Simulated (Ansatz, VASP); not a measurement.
**One calculation of MoS2, two programs**

```
Mo S
1.0
     1.61099    0.93010    6.27062
    -1.61099    0.93010    6.27062
     0.00000   -1.86021    6.27062
Mo S
1 2
Direct
  0.00000 0.00000 0.00000
  0.41700 0.41700 0.41700
  0.25000 0.25000 0.25000
```

Alike in both runs: task single point; functional LDA; k mesh 10 × 10 × 10; occupations fermi-dirac, width 0.05 eV; no spin polarisation.

|  | VASP | Ansatz |
| --- | --- | --- |
| version | VASP 6.6.1 | Ansatz 0.2.0 |
| potentials or method | VASP PAW LDA potentials, release 64 (Mo_sv, S) | Ansatz PAW |
| plane-wave cutoff (eV) | 520 | 420 |
| valence electrons in the cell | 26 | 26 |

```tsv
	VASP	Ansatz	Ansatz less VASP
gap on the k mesh at the Fermi level (eV)	0.93	0.92	-0.009
least direct gap on the mesh (eV)	1.81	1.81	-0.006
pressure (GPa)	-10.1	-10.2	-0.11
traceless stress, the component that is largest in VASP (GPa)	0.99	1.01	+0.023
rms of the force components (eV/Å)	0.398	0.407	+0.0084
```

LDA's correlation is that of Perdew and Zunger in VASP and of Perdew and Wang (1992) in Ansatz. Atom by atom the forces differ by 0.008 eV/Å (rms over components).
